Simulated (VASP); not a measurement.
# B2P3 (Cmmm) in VASP: further runs, part 2 of 2

VASP 6.6.1.

## Step 4: Single point, PBE

This run uses another cell than the first one, of 11.17 Å³/atom.

The input, INCAR:

```
SYSTEM = B2P3
ALGO = Normal
EDIFF = 1E-6
ENCUT = 520
GGA = PE
ISIF = 2
ISMEAR = 0
LASPH = .True.
LCHARG = .False.
LREAL = .False.
LWAVE = .False.
NBANDS = 18
NELM = 80
PREC = Accurate
SIGMA = 0.1
```

The input, KPOINTS:

```
k-points
0
Gamma
  6 6 4
  0 0 0
```

The input, POSCAR:

```
B2P3
1.0
    2.0639745112     -2.2878495394      0.0000000000
    2.0639745112      2.2878495394      0.0000000000
    0.0000000000      0.0000000000      5.9115092370
B P
2 3
Direct
    0.1899103587      0.8100896413      0.0000000000
    0.8100896413      0.1899103587      0.0000000000
    0.5000000000      0.5000000000      0.7541157264
    0.5000000000      0.5000000000      0.2458842736
    0.0000000000      0.0000000000      0.5000000000
```

Potentials or basis: VASP PAW PBE potentials, release 64 (B, P).

The run is started by

```sh
$ cat potpaw_PBE.64/B/POTCAR potpaw_PBE.64/P/POTCAR > POTCAR
$ mpirun -np 1 vasp_std > vasp.out
```

OUTCAR:

```text
SYSTEM = B2P3
   EDIFF = 1E-6
   ENCUT = 520
   GGA = PE
   ISIF = 2
   ISMEAR = 0
   LASPH = .True.
   LREAL = .False.
   NELM = 80
   PREC = Accurate

 ion  position               nearest neighbor table
   1  0.190  0.810  0.000-   2 1.74   3 2.03   4 2.03   2 2.14   2 2.14
   2  0.810  0.190  0.000-   1 1.74   3 2.03   4 2.03   1 2.14   1 2.14
   3  0.500  0.500  0.754-   1 2.03   2 2.03   5 2.55   5 2.55   5 2.74   5 2.74   4 2.91
[... 710 lines left out ...]
  Direction    XX          YY          ZZ          XY          YZ          ZX
  --------------------------------------------------------------------------------------
  -------------------------------------------------------------------------------------
  Total       -0.0640672     -0.0944983     -0.1035701     -0.0000000      0.0000000      0.0000000
  in kB       -1.8385943     -2.7119037     -2.9722474     -0.0000000      0.0000000      0.0000000
  external PRESSURE =      -2.5075818 kB  Pullay stress =       0.0000000 kB

 VOLUME and BASIS-vectors are now :
 -----------------------------------------------------------------------------
  energy-cutoff  :      520.00
  volume of cell :       55.83
      direct lattice vectors                 reciprocal lattice vectors
     2.063974511 -2.287849539  0.000000000     0.242251054 -0.218545840  0.000000000
     2.063974511  2.287849539  0.000000000     0.242251054  0.218545840  0.000000000
     0.000000000  0.000000000  5.911509237     0.000000000  0.000000000  0.169161539

 POSITION                                       TOTAL-FORCE (eV/Angst)
 -----------------------------------------------------------------------------------
      2.06397      1.41888      0.00000        -0.000000      0.024569      0.000000
      2.06397     -1.41888      0.00000        -0.000000     -0.024569      0.000000
      2.06397      0.00000      4.45796         0.000000      0.000000      0.003524
      2.06397      0.00000      1.45355        -0.000000      0.000000     -0.003524
      0.00000      0.00000      2.95575        -0.000000      0.000000      0.000000
 -----------------------------------------------------------------------------------
    total drift:                               -0.000000     -0.000000      0.000000

  FREE ENERGIE OF THE ION-ELECTRON SYSTEM (eV)
  ---------------------------------------------------
  free  energy   TOTEN  =       -26.3248437179 eV

  energy  without entropy=      -26.3176458724  energy(sigma->0) =      -26.32124480
```

OSZICAR:

```text
N       E                     dE             d eps       ncg     rms          rms(c)
DAV:   1     0.457061947651E+02    0.45706E+02   -0.90877E+03  1404   0.101E+03
DAV:   2    -0.248565335841E+02   -0.70563E+02   -0.67811E+02  1838   0.167E+02
DAV:   3    -0.277234785869E+02   -0.28669E+01   -0.28295E+01  1924   0.306E+01
DAV:   4    -0.277436567339E+02   -0.20178E-01   -0.20156E-01  1786   0.299E+00
DAV:   5    -0.277438097926E+02   -0.15306E-03   -0.15299E-03  1834   0.245E-01    0.994E+00
DAV:   6    -0.264101199061E+02    0.13337E+01   -0.71125E+00  1666   0.144E+01    0.503E+00
DAV:   7    -0.263321480742E+02    0.77972E-01   -0.10228E+00  1638   0.568E+00    0.337E+00
DAV:   8    -0.263268132668E+02    0.53348E-02   -0.93503E-02  1812   0.172E+00    0.699E-01
DAV:   9    -0.263247906648E+02    0.20226E-02   -0.10751E-02  1726   0.608E-01    0.229E-01
DAV:  10    -0.263248576500E+02   -0.66985E-04   -0.13763E-03  1618   0.236E-01    0.607E-02
DAV:  11    -0.263248437263E+02    0.13924E-04   -0.77885E-05  1686   0.504E-02    0.264E-02
DAV:  12    -0.263248437179E+02    0.83674E-08   -0.97510E-06  1806   0.193E-02
   1 F= -.26324844E+02 E0= -.26321245E+02  d E =-.719785E-02
```

Wall time 11 s (1 thread of Intel Xeon 6975P-C (Granite Rapids), shared host); peak memory 0.15 GiB.

What came out:

| Item | Value |
| --- | --- |
| Free energy | -26.3248 eV |
| Pressure | -0.3 GPa |
| Largest force | 0.025 eV/Å |
| Band gap on the k mesh | zero (an odd number of electrons rules out a gap without spin polarisation) |

Forces on the atoms (eV/Å):
```
B    0.000  0.025  0.000
B    0.000 -0.025  0.000
P    0.000  0.000  0.004
P    0.000  0.000 -0.004
P    0.000  0.000  0.000
```

Levels at points of the mesh, in eV from the Fermi level:
| k point | band 7 | band 8 | band 9 | band 10 | band 11 | band 12 | band 13 | band 14 |
| --- | --- | --- | --- | --- | --- | --- | --- | --- |
| (0.00, 0.00, 0.00) | -2.64 | -1.74 | -1.36 | -0.57 | 0.73 | 1.04 | 2.32 | 2.35 |
| (0.50, 0.00, 0.00) | -2.71 | 0.00 | 0.01 | 0.43 | 1.34 | 1.46 | 2.98 | 3.30 |
| (0.50, 0.50, 0.00) | -5.75 | -4.95 | -4.81 | -4.47 | -3.50 | -3.43 | 2.22 | 3.96 |
| (0.00, 0.00, 0.50) | -2.30 | -1.83 | -1.66 | -1.04 | -0.67 | 2.71 | 3.33 | 3.66 |
| (0.50, 0.00, 0.50) | -4.28 | -3.61 | -2.45 | 0.76 | 1.01 | 1.67 | 2.30 | 4.17 |
| (0.50, 0.50, 0.50) | -6.74 | -6.53 | -3.17 | -1.83 | -1.82 | -0.07 | 0.22 | 0.42 |

## Step 5: Relaxation of cell and atoms, PBE

This run uses another cell than the first one, of 17.55 Å³/atom.

The input, INCAR:

```
SYSTEM = B2P3
  PREC = Accurate
  ENCUT = 600
  EDIFF = 1E-6
  ISMEAR = 0
  SIGMA = 0.1
  LREAL = .FALSE.
  LASPH = .TRUE.
  NELM = 100
  ALGO = Normal
  ISIF = 3
  LWAVE = .FALSE.
  LCHARG = .FALSE.
  GGA = PE
  IBRION = 2
  NSW = 90
  EDIFFG = -0.04
```

The input, KPOINTS:

```
regular mesh
0
G
  4 4 4
  0 0 0
```

The input, POSCAR:

```
B2P3
1.0
    2.6711082500     -3.3680226600      0.0000000000
    2.6711082500      3.3680226600      0.0000000000
    0.0000000000      0.0000000000      4.8755986800
B P
2 3
Direct
    0.1671284500      0.8328715500      0.0000000000
    0.8328715500      0.1671284500      0.0000000000
    0.5000000000      0.5000000000      0.6991788400
    0.5000000000      0.5000000000      0.3008211600
    0.0000000000      0.0000000000      0.5000000000
```

The run is started by

```sh
$ cat potpaw_PBE.64/B/POTCAR potpaw_PBE.64/P/POTCAR > POTCAR
$ mpirun -np 1 vasp_std > vasp.out
```

Run time: 2.5 min. Hardware: 1 thread of Intel Xeon 6975P-C (Granite Rapids), shared host; peak memory 0.23 GiB.

It converged, with:

- Free energy: -26.2541 eV
- Relaxed volume: 11.35 Å³/atom
- Relaxed cell: a = 3.074 Å, b = 3.074 Å, c = 6.025 Å, α = 90.00°, β = 90.00°, γ = 94.81°
- Space group after relaxing (to 0.1 Å): Cmmm (No. 65)
- Energy gained by relaxing: 1132.0 meV/atom
- Ionic steps: 22
- Pressure after relaxing: 0.1 GPa
- Largest force after relaxing: 0.037 eV/Å
- Band gap on the k mesh: zero (an odd number of electrons rules out a gap without spin polarisation)

Forces in eV/Å, atoms in the order of the input:
```
B    0.000 -0.006  0.000
B    0.000  0.006  0.000
P    0.000  0.000 -0.037
P    0.000  0.000  0.037
P    0.000  0.000  0.000
```

Stress tensor (GPa, compression positive):
```
 0.27  0.00  0.00
 0.00  0.11  0.00
 0.00  0.00 -0.04
```

Step by step:
```tsv
step	energy change (eV)	largest force (eV/Å)	pressure (GPa)	volume (Å³)
1	0.0000	3.2499	-11.54	87.73
2	-2.1472	0.2908	-14.56	72.47
3	-1.9180	7.1417	38.34	50.35
4	-2.9409	0.2304	-10.86	66.30
5	-3.5159	1.5527	3.16	58.04
6	-3.5145	1.2320	-0.78	59.66
7	-4.4561	1.8141	6.24	55.62
8	-4.5319	1.5880	9.13	54.69
9	-4.5557	1.2990	18.10	52.76
10	-4.9464	0.0669	12.75	54.86
11	-4.9693	0.9780	2.33	58.13
12	-5.0630	0.8204	5.69	57.08
13	-5.0736	0.7160	6.91	56.67
14	-5.3182	0.9070	-1.29	58.91
15	-5.3895	1.0530	-6.64	60.94
16	-5.5347	0.6045	-5.73	59.78
17	-5.6173	0.5088	-2.29	57.80
18	-5.6277	0.4822	-3.69	58.37
19	-5.6562	0.2168	0.41	56.77
20	-5.6565	0.1817	-0.02	56.92
21	-5.6598	0.0682	0.08	56.78
22	-5.6600	0.0373	0.12	56.73
```

Final structure:
```yaml
crystal:
  lattice:
    - [2.08056, -2.26286, 0.00000]
    - [2.08056, 2.26286, 0.00000]
    - [0.00000, 0.00000, 6.02524]
  atoms:
    - { symbol: B, position: [0.19136, 0.80864, 0.00000] }
    - { symbol: B, position: [0.80864, 0.19136, 0.00000] }
    - { symbol: P, position: [0.50000, 0.50000, 0.76156] }
    - { symbol: P, position: [0.50000, 0.50000, 0.23844] }
    - { symbol: P, position: [0.00000, 0.00000, 0.50000] }
```

Levels at points of the mesh, in eV from the Fermi level:
```csv
k point,band 6,band 7,band 8,band 9,band 10,band 11,band 12,band 13,band 14
"(0.00, 0.00, 0.00)",-2.95,-2.15,-1.58,-1.51,-0.57,0.99,1.07,2.40,2.43
"(0.50, 0.00, 0.00)",-7.48,-2.46,-0.16,-0.01,0.68,1.45,1.48,2.94,3.05
"(0.50, 0.50, 0.00)",-6.40,-5.59,-4.76,-4.71,-4.30,-3.42,-3.22,1.95,3.92
"(0.00, 0.00, 0.50)",-2.59,-1.77,-1.67,-1.45,-0.71,-0.46,2.59,3.49,3.63
"(0.50, 0.00, 0.50)",-4.82,-4.41,-3.54,-2.20,1.14,1.36,1.70,2.21,4.09
"(0.50, 0.50, 0.50)",-7.27,-6.63,-6.21,-3.12,-1.87,-1.67,-0.24,0.33,0.75
```

Caveat: the k points lie up to 0.51 Å⁻¹ apart in the final cell, too coarse for converged energies and pressures of a metal; the volume moved by over 15 % at a fixed basis, so the end points are rough.

## Step 6: Summary

| task | cell | k mesh | cutoff (eV) | gap on the mesh (eV) | pressure (GPa) | largest force (eV/Å) |
| --- | --- | --- | --- | --- | --- | --- |
| single point | a = 3.076, b = 3.076, c = 6.024 Å, angles 90.0, 90.0, 94.7°, 5 atoms, atomic positions A | 4 × 4 × 4 | 520 | none | -0.2 | 0.02 |
| single point | a = 4.299, b = 4.299, c = 4.876 Å, angles 90.0, 90.0, 103.2°, 5 atoms, atomic positions B | 4 × 4 × 4 | 520 | none | -11.5 | 3.25 |
| single point | a = 3.081, b = 3.081, c = 5.912 Å, angles 90.0, 90.0, 95.9°, 5 atoms, atomic positions C | 6 × 6 × 4 | 520 | none | -0.3 | 0.02 |
| relaxation of cell and atoms | relaxed from a = 4.299, b = 4.299, c = 4.876 Å, angles 90.0, 90.0, 103.2°, 5 atoms, atomic positions B | 4 × 4 × 4 | 600 | none | 0.1 | 0.04 |

Alike in all rows: level PBE; potentials or basis VASP PAW PBE potentials, release 64 (B, P); no spin polarisation; smearing gaussian 0.1 eV.

Caveats: some runs use coarse meshes; forces of over 1 eV/Å act on the atoms, so gaps and moduli don't describe the material at rest (at least some runs); the volume moved by over 15 % at a fixed basis, so the end points are rough (at least some runs).

Total energies depend on the potentials used, so only differences within one code and one set of settings carry meaning.
